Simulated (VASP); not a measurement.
Set up this calculation in VASP 6.6.1, as the native input.

```yaml
Task: relaxation of cell and atoms
Functional: PBE
Potentials_or_basis: VASP PAW PBE potentials, release 64 (Be, Cd, Te)
Cutoff: 600 eV
k_mesh: 4 × 4 × 4
Occupations: gaussian, width 0.02 eV
Spin: no spin polarisation
Dipole_correction: no
Further_INCAR_settings: ALGO = Normal; EDIFF = 1e-06; IBRION = 2; EDIFFG = -0.01; NSW = 100; ISIF = 3
```

The structure of BeCd3Te4 lies in POSCAR:

```
BeCd3Te4
1.0
    6.3750496415      0.0000000000      0.0000000000
    0.0000000000      6.3750496415      0.0000000000
    0.0000000000      0.0000000000      6.3750496415
Be Cd Te
1 3 4
Direct
    0.0000000000      0.0000000000      0.0000000000
    0.5000000000      0.0000000000      0.5000000000
    0.0000000000      0.5000000000      0.5000000000
    0.5000000000      0.5000000000      0.0000000000
    0.2265338466      0.7734661534      0.7734661534
    0.7734661534      0.7734661534      0.2265338466
    0.7734661534      0.2265338466      0.7734661534
    0.2265338466      0.2265338466      0.2265338466
```

These files were run (other wordings do the same):

INCAR

```
SYSTEM = BeCd3Te4
PREC = Accurate
ENCUT = 600
EDIFF = 1E-6
ISMEAR = 0
SIGMA = 0.02
LREAL = .FALSE.
LASPH = .TRUE.
NELM = 100
ALGO = Normal
ISIF = 3
LWAVE = .FALSE.
LCHARG = .FALSE.
GGA = PE
IBRION = 2
NSW = 100
EDIFFG = -0.01
```

KPOINTS

```
Automatic mesh
0
G
  4 4 4
  0 0 0
```

Potentials or basis: VASP PAW PBE potentials, release 64 (Be, Cd, Te).

Command:

```console
$ cat potpaw_PBE.64/Be/POTCAR potpaw_PBE.64/Cd/POTCAR potpaw_PBE.64/Te/POTCAR > POTCAR
$ mpirun -np 1 vasp_std > vasp.out
```

Results of the run:

```yaml
Pressure_after_relaxing: 0.0 GPa
Largest_force_after_relaxing: 0.004 eV/Å
Band_gap_on_the_k_mesh: 1.11 eV, direct
```

Caveat: the relaxation stopped at its first step, so nothing moved; spin-orbit coupling is left out, which moves the levels of the heavy elements.

Run time: 99 s on 1 thread of Intel(R) Xeon(R) 6975P-C (Granite Rapids) (shared host), peak memory 0.45 GiB.
